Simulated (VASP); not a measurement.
The system is TiB.

```
Ti B
1.0
     0.00000    2.10100    2.10100
     2.10100    0.00000    2.10100
     2.10100    2.10100    0.00000
Ti B
1 1
Cartesian
  3.1515 3.1515 3.1515
  0.0000 0.0000 0.0000
```

```yaml
Program: VASP 6.6.1
Task: relaxation of cell and atoms
Functional: PBEsol
Potentials_or_basis: VASP PAW PBE potentials, release 64 (Ti_sv, B)
Cutoff: 600 eV
k_mesh: 8 × 8 × 8
Occupations: gaussian, width 0.1 eV
Spin: no spin polarisation
```

At the start: pressure 112.2 GPa; volume 9.27 Å³/atom.

Task: How do energy, volume and symmetry change on relaxing?

Result: Over 4 steps the energy falls by 1365.5 meV/atom and the volume is 14.74 Å³/atom (+58.9 %); space group F-43m (No. 216, to 0.05 Å).

The path:
```tsv
step	energy change (eV)	largest force (eV/Å)	pressure (GPa)	volume (Å³)
1	0.0000	0.0000	112.15	18.55
2	-1.7017	0.0000	-19.96	42.00
3	-2.7304	0.0000	-0.81	29.74
4	-2.7310	0.0000	0.13	29.48
```

Final structure:
```
Ti B
1.0
     0.00000    2.45186    2.45186
     2.45186    0.00000    2.45186
     2.45186    2.45186    0.00000
Ti B
1 1
Direct
  0.75000 0.75000 0.75000
  0.00000 0.00000 0.00000
```

Caveat: the volume moved by over 15 % at a fixed basis, so the end points are rough; the PAW data sets were made with another functional, which shifts forces and pressure a little; the volume moved by +59 % from the deposited cell, more than functionals usually miss.
